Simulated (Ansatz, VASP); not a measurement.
**Ga4As3N: VASP beside Ansatz**

```
CELL_PARAMETERS angstrom
-2.49854 2.49854 5.63808
2.49854 -2.49854 5.63808
2.49854 2.49854 -5.63808
ATOMIC_POSITIONS crystal
Ga 0.00000 0.50000 0.50000
Ga 0.82470 0.82470 0.00000
Ga 0.50000 0.00000 0.50000
Ga 0.17530 0.17530 0.00000
As 0.25000 0.75000 0.50000
As 0.75000 0.25000 0.50000
As 0.50000 0.50000 0.00000
N 0.00000 0.00000 0.00000
```

Alike in both runs: functional PBE; k mesh 4 × 4 × 4; occupations gaussian, width 0.1 eV; no spin polarisation.

Ansatz relaxed the structure, and its values are those at the end. VASP's run is a single point on that final structure, the one shown.

```csv
,VASP,Ansatz
version,VASP 6.6.1,Ansatz 0.2.0
potentials or method,"VASP PAW PBE potentials, release 64 (Ga_d, As, N), cutoff 520 eV","scalar-relativistic, plane waves, PAW"
valence electrons in the cell,72,102
```

```csv
,VASP,Ansatz,Ansatz less VASP
gap on the k mesh at the Fermi level (eV),none,none,-
pressure (GPa),0.2,0.1,-0.18
rms of the force components (eV/Å),0.008,0.006,-0.0016
```

A gap of «none» marks a metal or a gap that the smearing closes. VASP's potentials hold 72 valence electrons a cell and Ansatz's 102, so a difference there can come from the potentials and not from the codes.

The k mesh is coarse, so the values compare programs but aren't converged.
